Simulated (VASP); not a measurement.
A run of VASP 6.6.1 is set up as follows.

File INCAR:

```
ALGO = Normal ; EDIFF = 1E-6
ENCUT = 520 ; GGA = PE
ISIF = 2 ; ISMEAR = 0
LASPH = T ; LCHARG = F
LREAL = F ; LWAVE = F
NBANDS = 46 ; NELM = 100
PREC = Accurate ; SIGMA = 0.1
```

KPOINTS

```
k-points
0
Gamma
  4 4 4
```

File POSCAR:

```
SiGe5
1.0
   -3.4496165972      3.4496165972      2.7811918536
    3.4496165972     -3.4496165972      2.7811918536
    3.4496165972      3.4496165972     -2.7811918536
Si Ge
1 5
Direct
    0.5000000000      0.5000000000      0.0000000000
    0.0000000000      0.0000000000      0.5000000000
    0.5000000000      0.5000000000      0.5000000000
    0.0000000000      0.5000000000      0.0000000000
    0.5000000000      0.0000000000      0.0000000000
    0.0000000000      0.0000000000      0.0000000000
```

Potentials or basis: VASP PAW PBE potentials, release 64 (Si, Ge_d).

Command:

```bash
$ cat potpaw_PBE.64/Si/POTCAR potpaw_PBE.64/Ge_d/POTCAR > POTCAR
$ mpirun -np 1 vasp_std > vasp.out
```

Question: Predict the pressure.

Answer: -0.1 GPa.

Question: Predict the band gap on the k mesh.

Answer: Zero (band 37 reaches 5.98 eV, above the bottom of band 38 at 5.05 eV).

Caveat: the k points lie up to 0.36 Å⁻¹ apart.
